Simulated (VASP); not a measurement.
Wanted: the native input for a VASP 6.6.1 run.

```
Task                   : electric field gradients
Functional             : PBEsol
Potentials or basis    : VASP PAW PBE potentials, release 64 (Ta_pv, N)
Cutoff                 : 520 eV
k mesh                 : 6 × 6 × 9
Occupations            : fermi-dirac, width 0.01 eV
Spin                   : no spin polarisation
Dipole correction      : no
Further INCAR settings : ALGO = Normal; EDIFF = 1e-08; NBANDS = 33
```

The structure of TaN lies in POSCAR:

```
TaN
1.0
    5.2132634551      0.0000000000      0.0000000000
   -2.6066317275      4.5148185887      0.0000000000
    0.0000000000      0.0000000000      2.9206711674
Ta N
3 3
Direct
    0.3333333333      0.6666666667      0.5000000000
    0.6666666667      0.3333333333      0.5000000000
    0.0000000000      0.0000000000      0.0000000000
    0.3928500000      0.0000000000      0.0000000000
    0.6071500000      0.6071500000      0.0000000000
    0.0000000000      0.3928500000      0.0000000000
```

These files were run (other wordings do the same):

INCAR

```
  PREC = Accurate
  ENCUT = 520
  EDIFF = 1E-8
  ISMEAR = -1
  SIGMA = 0.01
  LREAL = F
  LASPH = T
  NELM = 120
  ALGO = Normal
  ISIF = 2
  LWAVE = F
  LCHARG = F
  GGA = PS
  LEFG = T
  NBANDS = 33
  GGA_COMPAT = F
```

KPOINTS

```
Automatic mesh
0
Gamma
  6 6 9
```

Potentials or basis: VASP PAW PBE potentials, release 64 (Ta_pv, N).

Launch:

```console
$ cat potpaw_PBE.64/Ta_pv/POTCAR potpaw_PBE.64/N/POTCAR > POTCAR
$ mpirun -np 1 vasp_std > vasp.out
```

Results of the run:

```
Pressure                                : -6.1 GPa
Largest force                           : 0.014 eV/Å
Band gap on the k mesh                  : zero (bands 24 and 25 overlap by 3.07 eV)
Largest electric field gradient by atom : Ta -195.5, +173.7 (each value once); N -14.5 V/Å²
```

Caveat: the cell stands under tension; without QUAD_EFG the Cq values of the log hold for a quadrupole moment of 1 mb, not for the nuclei; the PAW data sets were made with another functional, which shifts forces and pressure a little; spin-orbit coupling is left out, which moves the levels of the heavy elements.

Wall time 49 s on 1 thread of Oxide Virtual Turin-like Processor, on a shared host, peak memory 0.19 GiB.
